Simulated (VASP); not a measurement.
# BN (P6_3mc) in VASP: notebook

BN is run at these levels: RPBE, RPBE+D3(BJ), PBEsol; tasks: single point.

All numbers are computed with VASP 6.6.1; they aren't measurements. Logs are shortened: lines on timing, memory, paths and dates and some standing lists are left out, and cuts for length are marked.

## Step 1: The cell of the first run

Symmetry: P6_3mc, No. 186, hexagonal system. Conventional cell: a = 2.554 Å, b = 2.554 Å, c = 4.227 Å, α = 90.00°, β = 90.00°, γ = 120.00°. Within 2.1 Å of N (site symmetry 3m) lie 4 B at 1.57 to 1.58 Å. B (site symmetry 3m) has 4 N at 1.57 to 1.58 Å within 2.1 Å.

## Step 2: Single point, RPBE

INCAR reads:

```
PREC = Accurate
ENCUT = 520
EDIFF = 1E-7
ISMEAR = 0
SIGMA = 0.1
LREAL = F
LASPH = T
NELM = 100
ALGO = Normal
ISIF = 2
LWAVE = F
LCHARG = F
GGA = RP
NBANDS = 16
```

KPOINTS reads:

```
Automatic mesh
0
Gamma
  12 12 6
```

POSCAR reads:

```
BN
1.0
    2.5539396017      0.0000000000      0.0000000000
   -1.2769698009      2.2117765748      0.0000000000
    0.0000000000      0.0000000000      4.2268550000
N B
2 2
Direct
    0.3333333333      0.6666666667      0.1252760000
    0.6666666667      0.3333333333      0.6252760000
    0.3333333333      0.6666666667      0.4997240000
    0.6666666667      0.3333333333      0.9997240000
```

Potentials or basis: VASP PAW PBE potentials, release 64 (N, B).

Started as:

```bash
$ cat potpaw_PBE.64/N/POTCAR potpaw_PBE.64/B/POTCAR > POTCAR
$ mpirun -np 1 vasp_std > vasp.out
```

OUTCAR:

```text
PREC = Accurate
   ENCUT = 520
   EDIFF = 1E-7
   ISMEAR = 0
   LREAL = F
   LASPH = T
   NELM = 100
   ISIF = 2
   GGA = RP

 ion  position               nearest neighbor table
   1  0.333  0.667  0.125-   4 1.57   4 1.57   4 1.57   3 1.58
   2  0.667  0.333  0.625-   3 1.57   3 1.57   3 1.57   4 1.58
   3  0.333  0.667  0.500-   2 1.57   2 1.57   2 1.57   1 1.58
   4  0.667  0.333  1.000-   1 1.57   1 1.57   1 1.57   2 1.58

  LATTYP: Found a hexagonal cell.
 ALAT       =     2.5539396017
 C/A-ratio  =     1.6550332659

  Lattice vectors:

 A1 = (   2.5539396017,   0.0000000000,   0.0000000000)
 A2 = (  -1.2769698009,   2.2117765748,   0.0000000000)
 A3 = (   0.0000000000,   0.0000000000,   4.2268550000)

Analysis of symmetry for initial positions (statically):
=====================================================================
 Subroutine PRICEL returns:
 Original cell was already a primitive cell.

 Routine SETGRP: Setting up the symmetry group for a
 hexagonal supercell.

 Subroutine GETGRP returns: Found 12 space group operations
 (whereof  6 operations were pure point group operations)
 out of a pool of 24 trial point group operations.

The static configuration has the point symmetry C_3v.
 The point group associated with its full space group is C_6v.

Analysis of symmetry for dynamics (positions and initial velocities):
=====================================================================
 Subroutine PRICEL returns:
 Original cell was already a primitive cell.

 Routine SETGRP: Setting up the symmetry group for a
 hexagonal supercell.

 Subroutine GETGRP returns: Found 12 space group operations
 (whereof  6 operations were pure point group operations)
 out of a pool of 24 trial point group operations.

The dynamic configuration has the point symmetry C_3v.
 The point group associated with its full space group is C_6v.

 Subroutine INISYM returns: Found 12 space group operations
 (whereof  6 operations are pure point group operations),
 and found     1 'primitive' translations

----------------------------------------------------------------------------------------

                                     Primitive cell

[... 86 lines left out ...]
   ISTART =      0    job   : 0-new  1-cont  2-samecut
   ICHARG =      2    charge: 1-file 2-atom 10-const
   ISPIN  =      1    spin polarized calculation?
   LNONCOLLINEAR =      F non collinear calculations
   LSORBIT =      F    spin-orbit coupling
   LASPH  =      T    aspherical Exc in radial PAW
   ENCUT  =  520.0 eV  38.22 Ry    6.18 a.u.   4.75  4.75  7.86*2*pi/ulx,y,z
   NELM   =    100;   NELMIN=  2; NELMDL= -5     # of ELM steps
   EDIFF  = 0.1E-06   stopping-criterion for ELM
   LREAL  =      F    real-space projection
   EDIFFG = 0.1E-05   stopping-criterion for IOM
   NSW    =      0    number of steps for IOM
   IBRION =     -1    ionic relax: 0-MD 1-quasi-New 2-CG
   NFREE  =      0    steps in history (QN), initial steepest desc. (CG)
   ISIF   =      2    stress and relaxation
   ISYM   =      2    0-nonsym 1-usesym 2-fastsym
   POTIM  = 0.5000    time-step for ionic-motion
   TEBEG  =    0.0;   TEEND  =   0.0 temperature during run
   PSTRESS=    0.0 pullay stress
   NELECT =      16.0000    total number of electrons
   NUPDOWN=      -1.0000    fix difference up-down
   EMIN   =  10.00;   EMAX   =-10.00  energy-range for DOS
   EFERMI =   0.00;   METHOD = LEGACY
   ISMEAR =     0;   SIGMA  =   0.10  broadening in eV -4-tet -1-fermi 0-gaus
   EFERMI_NEDOS =   21; number of points for ismear=-14 and -15
   IALGO  =     38    algorithm
   IMIX   =      4    mixing-type and parameters
     AMIX     =   0.40;   BMIX     =  1.00
     AMIX_MAG =   1.60;   BMIX_MAG =  1.00
  volume/ion in A,a.u.               =       5.97        40.28
  Fermi-wavevector in a.u.,A,eV,Ry     =   1.432600  2.707222 27.923836  2.052344
  Thomas-Fermi vector in A             =   2.552210
   LORBIT       =      0    0 simple, 1 ext, 2 COOP (PROOUT), +10 PAW based schemes
   GGA     = RP    functional components
   LHFCALC =     F    Hartree Fock is set to
   AEXX    =    0.0000 exact exchange contribution
   IVDW    =     0    specifies the selected vdW correction
   LEPSILON=     F    determine dielectric tensor
   LRPA    =     F    only Hartree local field effects (RPA)
 non-spin polarized calculation
 Gauss-broadening in eV      SIGMA  =   0.10
  energy-cutoff  :      520.00
  volume of cell :       23.88
 maximum number of plane-waves:       660
 NGX is ok and might be reduce to    20
   NGX =  9   NGY =  9   NGZ = 15

 number of electron      16.0000000 magnetization

 Free energy of the ion-electron system (eV)
  ---------------------------------------------------
  ext. energy  EPLUGINS =         0.00000000
  ---------------------------------------------------
  free energy    TOTEN  =       -33.17918897 eV

  energy without entropy =      -33.17918897  energy(sigma->0) =      -33.17918897

 E-fermi :   8.0723     XC(G=0): -12.6650

 val. band max:        7.5477781888   @ k =   0.0000   0.0000   0.0000
 cond. band min:      12.8176999373   @ k =   0.3333   0.3333   0.0000
 fundamental gap:      5.2699217485
 Fermi energy:         8.0723323462

 k-point     1 :       0.0000    0.0000    0.0000
  band No.  band energies     occupation
      1     -12.8095      2.00000
      2      -8.7250      2.00000
      3      -3.2862      2.00000
      4       5.4494      2.00000
      5       5.4494      2.00000
      6       7.2739      2.00000
[... 433 lines left out ...]
      3      -1.2108      2.00000
      4       0.2281      2.00000
      5       1.5906      2.00000
      6       3.2998      2.00000
[... 8 lines left out ...]
     15      23.5314      0.00000
     16      23.7724      0.00000

 [... further k-points ...]
[... 5 lines left out ...]
  --------------------------------------------------------------------------------------
  -------------------------------------------------------------------------------------
  Total        0.9330065      0.9330065      0.7873709     -0.0000000      0.0000000     -0.0000000
  in kB       62.6074507     62.6074507     52.8348812     -0.0000000      0.0000000     -0.0000000
  external PRESSURE =      59.3499276 kB  Pullay stress =       0.0000000 kB

 VOLUME and BASIS-vectors are now :
 -----------------------------------------------------------------------------
  energy-cutoff  :      520.00
  volume of cell :       23.88
      direct lattice vectors                 reciprocal lattice vectors
     2.553939602  0.000000000  0.000000000     0.391551938  0.226062617  0.000000000
    -1.276969801  2.211776575  0.000000000     0.000000000  0.452125233  0.000000000
     0.000000000  0.000000000  4.226855000     0.000000000  0.000000000  0.236582518

 POSITION                                       TOTAL-FORCE (eV/Angst)
 -----------------------------------------------------------------------------------
     -0.00000      1.47452      0.52952        -0.000000     -0.000000     -0.010641
      1.27697      0.73726      2.64295         0.000000      0.000000     -0.010641
     -0.00000      1.47452      2.11226         0.000000     -0.000000      0.010641
      1.27697      0.73726      4.22569         0.000000      0.000000      0.010641
 -----------------------------------------------------------------------------------
    total drift:                               -0.000000      0.000000      0.000010

  FREE ENERGIE OF THE ION-ELECTRON SYSTEM (eV)
  ---------------------------------------------------
  free  energy   TOTEN  =       -33.1791889695 eV

  energy  without entropy=      -33.1791889695  energy(sigma->0) =      -33.17918897
```

OSZICAR:

```text
N       E                     dE             d eps       ncg     rms          rms(c)
DAV:   1     0.398466507063E+02    0.39847E+02   -0.82732E+03  2432   0.971E+02
DAV:   2    -0.326454528728E+02   -0.72492E+02   -0.68261E+02  3480   0.230E+02
DAV:   3    -0.349666626021E+02   -0.23212E+01   -0.23168E+01  2752   0.376E+01
DAV:   4    -0.349722778995E+02   -0.56153E-02   -0.56150E-02  2944   0.212E+00
DAV:   5    -0.349722933405E+02   -0.15441E-04   -0.15441E-04  2744   0.103E-01    0.947E+00
DAV:   6    -0.332929704361E+02    0.16793E+01   -0.21435E+00  3056   0.134E+01    0.456E+00
DAV:   7    -0.331912453748E+02    0.10173E+00   -0.31524E-01  3104   0.453E+00    0.279E+00
DAV:   8    -0.331797760662E+02    0.11469E-01   -0.48270E-02  2592   0.189E+00    0.260E-01
DAV:   9    -0.331786228251E+02    0.11532E-02   -0.17094E-03  2904   0.522E-01    0.119E-01
DAV:  10    -0.331791681039E+02   -0.54528E-03   -0.90630E-04  2792   0.227E-01    0.295E-02
DAV:  11    -0.331791856893E+02   -0.17585E-04   -0.49844E-05  3096   0.702E-02    0.172E-02
DAV:  12    -0.331791886582E+02   -0.29689E-05   -0.10118E-05  2824   0.310E-02    0.271E-03
DAV:  13    -0.331791889281E+02   -0.26990E-06   -0.34793E-07  2960   0.564E-03    0.134E-03
DAV:  14    -0.331791889695E+02   -0.41426E-07   -0.28489E-08  1496   0.171E-03
   1 F= -.33179189E+02 E0= -.33179189E+02  d E =-.146558E-15
```

stdout:

```text
POSCAR found type information on POSCAR N B
 POSCAR found :  2 types and       4 ions
 scaLAPACK will be used
 -----------------------------------------------------------------------------
|                                                                             |
|                                                                             |
|     You enforced a specific xc type in the INCAR file but a different       |
|     I HOPE YOU KNOW WHAT YOU ARE DOING!                                     |
|                                                                             |
 -----------------------------------------------------------------------------

 LDA part: xc-table for (Slater+PW92), standard interpolation
 POSCAR, INCAR and KPOINTS ok, starting setup
 FFT: planning ... GRIDC
 FFT: planning ... GRID_SOFT
 FFT: planning ... GRID
 WAVECAR not read
 entering main loop
```

Wall time 15 s (1 thread of Intel Xeon Platinum 8488C (Sapphire Rapids), shared host); peak memory 0.14 GiB.

What came out:

| Property | Result |
| --- | --- |
| Free energy | -33.1792 eV |
| Pressure | 5.9 GPa |
| Largest force | 0.011 eV/Å |
| Band gap on the k mesh | 5.27 eV, indirect (least direct gap 8.29 eV) |

Forces on the atoms (eV/Å):
```
N    0.000  0.000 -0.011
N    0.000  0.000 -0.011
B    0.000  0.000  0.011
B    0.000  0.000  0.011
```

Levels at points of the mesh, in eV from the valence-band top:
```csv
k point,band 5,band 6,band 7,band 8,band 9,band 10,band 11,band 12
"(0.00, 0.00, 0.00)",-2.10,-0.27,0.00,0.00,8.39,8.39,8.58,9.40
"(0.50, 0.00, 0.00)",-6.87,-4.93,-4.36,-2.09,6.71,7.98,10.60,11.41
"(0.00, 0.00, 0.50)",-1.16,-1.16,-1.16,-1.16,9.43,9.43,9.93,9.93
"(0.50, 0.00, 0.50)",-3.73,-3.73,-3.55,-3.55,6.59,6.59,9.99,9.99
```

Caveat: the PAW data sets were made with another functional, which shifts forces and pressure a little.

(Part 1 of 2 ends here.)
